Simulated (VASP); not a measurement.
Wanted: the native input for a VASP 6.6.1 run.

| Quantity | Value |
| --- | --- |
| Task | single point |
| Functional | LDA |
| Potentials or basis | VASP PAW LDA potentials, release 64 (Rb_sv, Cl) |
| Cutoff | 500 eV |
| k mesh | 6 × 6 × 6 |
| Occupations | gaussian, width 0.01 eV |
| Spin | no spin polarisation |
| Dipole correction | no |
| Further INCAR settings | ALGO = Normal; EDIFF = 1e-06; NBANDS = 15 |

The structure of RbCl lies in POSCAR:

```
RbCl
1.0
    0.0000000000      3.1885419031      3.1885419031
    3.1885419031      0.0000000000      3.1885419031
    3.1885419031      3.1885419031      0.0000000000
Rb Cl
1 1
Direct
    0.0000000000      0.0000000000      0.0000000000
    0.5000000000      0.5000000000      0.5000000000
```

The input as run:

INCAR

```
SYSTEM = RbCl
PREC = Accurate
ENCUT = 500
EDIFF = 1E-6
ISMEAR = 0
SIGMA = 0.01
LREAL = .False.
LASPH = .True.
NELM = 120
ALGO = Normal
ISIF = 2
LWAVE = .False.
LCHARG = .False.
NBANDS = 15
GGA_COMPAT = .False.
```

KPOINTS

```
regular mesh
0
Gamma
  6 6 6
  0 0 0
```

Potentials or basis: VASP PAW LDA potentials, release 64 (Rb_sv, Cl).

Launch:

```console
$ cat potpaw_LDA.64/Rb_sv/POTCAR potpaw_LDA.64/Cl/POTCAR > POTCAR
$ mpirun -np 1 vasp_std > vasp.out
```

It gave:

- Pressure: 0.0 GPa
- Band gap on the k mesh: 4.86 eV, direct

Wall time 28 s on 1 thread of Intel(R) Xeon(R) Platinum 8375C CPU @ 2.90GHz (Ice Lake), with other jobs on the host, peak memory 0.16 GiB.
